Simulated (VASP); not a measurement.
Ga2O3: single point with r2SCAN

Ga2O3:

```
Ga O
1.0
     2.44242    1.41013    4.39103
    -2.44242    1.41013    4.39103
     0.00000   -2.82026    4.39103
Ga O
4 6
Direct
  0.85537 0.85537 0.85537
  0.64463 0.64463 0.64463
  0.14463 0.14463 0.14463
  0.35537 0.35537 0.35537
  0.75000 0.44630 0.05370
  0.44630 0.05370 0.75000
  0.05370 0.75000 0.44630
  0.25000 0.55370 0.94630
  0.94630 0.25000 0.55370
  0.55370 0.94630 0.25000
```

This cell differs from its parent crystal: strain -2.0%.

```yaml
Program: VASP 6.6.1
Task: single point
Functional: r2SCAN
Potentials_or_basis: VASP PAW PBE potentials, release 64 (Ga_d, O)
Cutoff: 520 eV
k_mesh: 6 × 6 × 6
Occupations: gaussian, width 0.01 eV
Spin: no spin polarisation
```

```json
{"Pressure": "18.8 GPa", "Largest force": "0.053 eV/Å", "Band gap on the k mesh": "4.24 eV (least direct gap 4.53 eV)"}
```

Forces in eV/Å, atoms in the order of the input:
```
Ga   0.000  0.000 -0.053
Ga   0.000  0.000  0.053
Ga   0.000  0.000  0.053
Ga   0.000  0.000 -0.053
O   -0.024  0.041  0.000
O    0.047  0.000  0.000
O   -0.024 -0.041  0.000
O    0.024 -0.041  0.000
O    0.024  0.041  0.000
O   -0.047  0.000  0.000
```

Stress tensor (GPa, compression positive):
```
19.66  0.00  0.00
 0.00 19.66  0.00
 0.00  0.00 17.17
```

Levels at points of the mesh, in eV from the valence-band top:
| k point | band 41 | band 42 | band 43 | band 44 | band 45 | band 46 | band 47 | band 48 |
| --- | --- | --- | --- | --- | --- | --- | --- | --- |
| (0.00, 0.00, 0.00) | -0.30 | -0.30 | -0.29 | -0.29 | 4.24 | 8.10 | 8.13 | 10.40 |
| (0.50, 0.00, 0.00) | -1.09 | -1.09 | -0.17 | -0.17 | 7.88 | 7.88 | 8.15 | 8.15 |
| (0.50, 0.50, 0.00) | -0.92 | -0.70 | -0.24 | -0.14 | 8.10 | 8.24 | 9.01 | 9.34 |
| (0.50, 0.50, 0.50) | -0.31 | -0.31 | -0.31 | -0.31 | 7.30 | 7.30 | 9.33 | 9.33 |

Run time: 24 min on 1 thread of Oxide Virtual Turin-like Processor, with other jobs on the host, peak memory 0.28 GiB.

Caveat: the cell differs from its parent crystal (strain -2.0%); the cell stands under pressure; the PAW data sets were made with another functional, which shifts forces and pressure a little. A k mesh can miss the band edges.
